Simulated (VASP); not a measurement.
Runs of VASP 6.6.1 on Sr2O. The structure is that of space group P4_2/mnm (No. 136), or close to it. The cells are those of the table. 

| task | cell | k mesh | cutoff (eV) | gap on the mesh (eV) | pressure (GPa) | relaxed volume (Å³/atom) | largest force (eV/Å) |
| --- | --- | --- | --- | --- | --- | --- | --- |
| relaxation of cell and atoms | relaxed from a = 6.534, b = 6.534, c = 3.741 Å, 6 atoms | 6 × 6 × 10 | 600 | none | 0.0 | (a) | - |
| relaxation of cell and atoms | relaxed from a = 5.822, b = 5.822, c = 4.105 Å, 6 atoms | 4 × 4 × 4 | 600 | none | 0.0 | 26.59 | 0.04 |
| single point | a = 5.822, b = 5.822, c = 4.105 Å, 6 atoms | 4 × 4 × 4 | 520 | none | 6.5 | - | 0.86 |
| single point | a = 6.617, b = 6.617, c = 3.711 Å, 6 atoms | 6 × 6 × 10 | 520 | none | 0.2 | - | (b) |
| single point | a = 6.534, b = 6.534, c = 3.741 Å, 6 atoms | 4 × 4 × 4 | 520 | none | (c) | - | 0.01 |

Alike in all rows: level PBE; potentials or basis VASP PAW PBE potentials, release 64 (Sr_sv, O); no spin polarisation; smearing gaussian 0.1 eV.

Estimate the missing entries.

(a) 27.10; (b) 0.03; (c) 0.3.

Caveats: some runs use coarse meshes.

A k mesh can miss the band edges, and the runs leave out spin-orbit coupling on Sr.

A gap of «none» marks levels without a gap at the run's occupations.
